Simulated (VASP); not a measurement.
Set up this calculation in VASP 6.6.1, as the native input.

```
Task                   : single point
Functional             : PBE
Potentials or basis    : VASP PAW PBE potentials, release 64 (In_d, Sb)
Cutoff                 : 520 eV
k mesh                 : 12 × 12 × 12
Occupations            : fermi-dirac, width 0.15 eV
Spin                   : no spin polarisation
Dipole correction      : no
Further INCAR settings : ALGO = Normal; EDIFF = 1e-07; NBANDS = 16
```

The structure of InSb lies in POSCAR:

```
InSb
1.0
    0.0000000000      3.1700315912      3.1700315912
    3.1700315912      0.0000000000      3.1700315912
    3.1700315912      3.1700315912      0.0000000000
In Sb
1 1
Direct
    0.0000000000      0.0000000000      0.0000000000
    0.7500000000      0.7500000000      0.7500000000
```

These files were run (other wordings do the same):

INCAR

```
SYSTEM = InSb
PREC = Accurate
ENCUT = 520
EDIFF = 1E-7
ISMEAR = -1
SIGMA = 0.15
LREAL = .False.
LASPH = .True.
NELM = 80
ALGO = Normal
ISIF = 2
LWAVE = .False.
LCHARG = .False.
GGA = PE
NBANDS = 16
```

KPOINTS

```
Automatic mesh
0
Gamma
  12 12 12
  0 0 0
```

Potentials or basis: VASP PAW PBE potentials, release 64 (In_d, Sb).

Command:

```bash
$ cat potpaw_PBE.64/In_d/POTCAR potpaw_PBE.64/Sb/POTCAR > POTCAR
$ mpirun -np 1 vasp_std > vasp.out
```

It gave:

```json
{
  "Pressure": "7.0 GPa"
}
```

Caveat: the cell stands under pressure.

Run time: 2.6 min on 1 thread of AMD EPYC 7R13 (shared host), peak memory 0.22 GiB.
